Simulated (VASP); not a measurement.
The system is Sr2TeS.

```
S Te Sr
1.0
     2.24653    1.29703    7.40094
    -2.24653    1.29703    7.40094
     0.00000   -2.59407    7.40094
S Te Sr
1 1 2
Direct
  0.00000 0.00000 0.00000
  0.50000 0.50000 0.50000
  0.25778 0.25778 0.25778
  0.74222 0.74222 0.74222
```

Base run:

* Program: VASP 6.6.1
* Functional: PBE
* Potentials or basis: VASP PAW PBE potentials, release 64 (S, Te, Sr_sv)
* Cutoff: 520 eV
* k mesh: 6 × 6 × 6
* Occupations: gaussian, width 0.01 eV
* Spin: no spin polarisation

Its results: band gap on the k mesh 1.68 eV (least direct gap 2.30 eV); pressure 0.4 GPa; largest force 0.018 eV/Å.

Problem. The run is repeated on the same cell with these changes: functional from PBE to r2SCAN. What comes out?

Solution. Band gap on the k mesh 2.05 eV (least direct gap 2.68 eV); pressure 0.1 GPa; largest force 0.005 eV/Å.

Caveats: spin-orbit coupling is left out, which moves the levels of the heavy elements; the PAW data sets were made with another functional, which shifts forces and pressure a little (at least some runs).

A k mesh can miss the band edges.
